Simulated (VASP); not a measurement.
A run of VASP 6.6.1 is set up as follows.

The input INCAR:

```
SYSTEM = FePt
PREC = Accurate
ENCUT = 520
EDIFF = 1E-6
ISMEAR = -1
SIGMA = 0.05
LREAL = .False.
LASPH = .True.
NELM = 150
ALGO = Fast
ISIF = 2
LWAVE = .False.
LCHARG = .False.
ISPIN = 2
MAGMOM = 0 3
LORBIT = 11
LMAXMIX = 4
GGA = B5
ALDAX = 1.0
AGGAX = 1.0
AGGAC = 1.0
ALDAC = 0.0
NBANDS = 20
```

File KPOINTS:

```
Automatic mesh
0
Gamma
  10 10 7
  0 0 0
```

POSCAR

```
FePt
1.0
    2.6679027671      0.0000000000      0.0000000000
    0.0000000000      2.6679027671      0.0000000000
    0.0000000000      0.0000000000      3.6440603244
Pt Fe
1 1
Direct
    0.5000000000      0.5000000000      0.5000000000
    0.0000000000      0.0000000000      0.0000000000
```

Potentials or basis: VASP PAW PBE potentials, release 64 (Pt, Fe).

Run with:

```sh
$ cat potpaw_PBE.64/Pt/POTCAR potpaw_PBE.64/Fe/POTCAR > POTCAR
$ mpirun -np 1 vasp_std > vasp.out
```

Q: What does it give for the net moment?

A: 3.17 μB per cell.

Q: Predict the site moments.

A: Pt +0.35; Fe +2.78 μB.

Q: What does it give for the pressure?

A: 32.7 GPa.

Stress tensor (GPa, compression positive):
```
32.82  0.00  0.00
 0.00 32.82  0.00
 0.00  0.00 32.44
```

Caveat: the cell stands under pressure; the PAW data sets were made with another functional, which shifts forces and pressure a little.
